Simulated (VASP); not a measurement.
A run of VASP 6.6.1:

Contents of INCAR:

```
SYSTEM = Pb
PREC = Accurate
ENCUT = 520
EDIFF = 1E-7
ISMEAR = -1
SIGMA = 0.1
LREAL = .FALSE.
LASPH = .TRUE.
NELM = 80
ALGO = Normal
ISIF = 2
LWAVE = .FALSE.
LCHARG = .FALSE.
GGA = RE
NBANDS = 13
```

KPOINTS

```
Automatic mesh
0
G
  10 10 10
  0 0 0
```

Contents of POSCAR:

```
Pb
1.0
    3.2847854856      0.0000000000      0.0000000000
    0.0000000000      3.2847854856      0.0000000000
    0.0000000000      0.0000000000      3.2847854856
Pb
1
Direct
    0.0000000000      0.0000000000      0.0000000000
```

Potentials or basis: VASP PAW PBE potentials, release 64 (Pb_d).

The run is started by

```sh
$ cat potpaw_PBE.64/Pb_d/POTCAR > POTCAR
$ mpirun -np 1 vasp_std > vasp.out
```

Hardware: 1 thread of AMD EPYC 7R13 Processor (Zen 3), with other jobs on the host.

Q: How long does it take, and how much memory?

A: Run time: 10 s on 1 thread of AMD EPYC 7R13 Processor (Zen 3) (shared host), peak memory 0.12 GiB. Counts: scf iterations 12, k points 56.
